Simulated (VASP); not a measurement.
A run of VASP 6.6.1 is set up as follows.

The input POSCAR:

```
C
1.0
    0.0000000000      1.6496450000      1.7834000000
    1.6496450000      0.0000000000      1.7834000000
    1.6496450000      1.6496450000      0.0000000000
C
2
Direct
    0.5000000000      0.5000000000      0.5000000000
    0.7500000000      0.7500000000      0.7500000000
```

Contents of INCAR.step1:

```
ALGO = Normal ; EDIFF = 1E-4
ENCUT = 520 ; GGA = PE
ISMEAR = 0 ; LASPH = T
LCHARG = F ; LREAL = F
LWAVE = T ; NBANDS = 11
NELM = 80 ; PREC = Accurate
SIGMA = 0.05
```

File INCAR.step2:

```
ALGO = Normal ; EDIFF = 1E-6
ENCUT = 520 ; ISIF = 2
ISMEAR = 0 ; ISTART = 1
LASPH = T ; LCHARG = F
LMIXTAU = T ; LREAL = F
LWAVE = F ; METAGGA = R2SCAN
NBANDS = 11 ; NELM = 80
PREC = Accurate ; SIGMA = 0.05
```

Contents of KPOINTS:

```
k-points
0
Gamma
  12 12 12
```

Potentials or basis: VASP PAW PBE potentials, release 64 (C).

The run is started by

```bash
$ cat potpaw_PBE.64/C/POTCAR > POTCAR
$ cp INCAR.step1 INCAR
$ mpirun -np 1 vasp_std > vasp.out
$ cp INCAR.step2 INCAR
$ mpirun -np 1 vasp_std > vasp.out
```

Task: What does it give for the band gap on the k mesh?

Result: 3.59 eV, indirect (least direct gap 5.47 eV).

Task: Predict the pressure.

Result: 90.9 GPa.

Stress tensor (GPa, compression positive):
```
123.49   0.00   0.00
  0.00 123.49   0.00
  0.00   0.00  25.57
```

Caveat: the cell differs from its parent crystal (strain -0.0750 x Voigt [1, 1, 0, 0, 0, 0]); the PAW data sets were made with another functional, which shifts forces and pressure a little. A k mesh can miss the band edges.
